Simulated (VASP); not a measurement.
A run of VASP 6.6.1:

INCAR

```
SYSTEM = C
ALGO = Normal
EDIFF = 1E-7
ENCUT = 520
GGA = CA
ISIF = 2
ISMEAR = 0
LASPH = .TRUE.
LCHARG = .FALSE.
LREAL = .FALSE.
LWAVE = .FALSE.
NBANDS = 11
NELM = 60
PREC = Accurate
SIGMA = 0.05
```

Contents of KPOINTS:

```
k-points
0
G
  12 12 12
  0 0 0
```

The input POSCAR:

```
C
1.0
    0.0000000000      1.6496450000      1.7834000000
    1.6496450000      0.0000000000      1.7834000000
    1.6496450000      1.6496450000      0.0000000000
C
2
Direct
    0.5000000000      0.5000000000      0.5000000000
    0.7500000000      0.7500000000      0.7500000000
```

Potentials or basis: VASP PAW LDA potentials, release 64 (C).

Command:

```bash
$ cat potpaw_LDA.64/C/POTCAR > POTCAR
$ mpirun -np 1 vasp_std > vasp.out
```

Hardware: 1 thread of AMD EPYC 7R13, on a shared host.

Question: How long does it take, and how much memory?

Answer: It took 20 s on 1 thread of AMD EPYC 7R13, on a shared host, peak memory 0.09 GiB. Counts: scf iterations 11, k points 163.
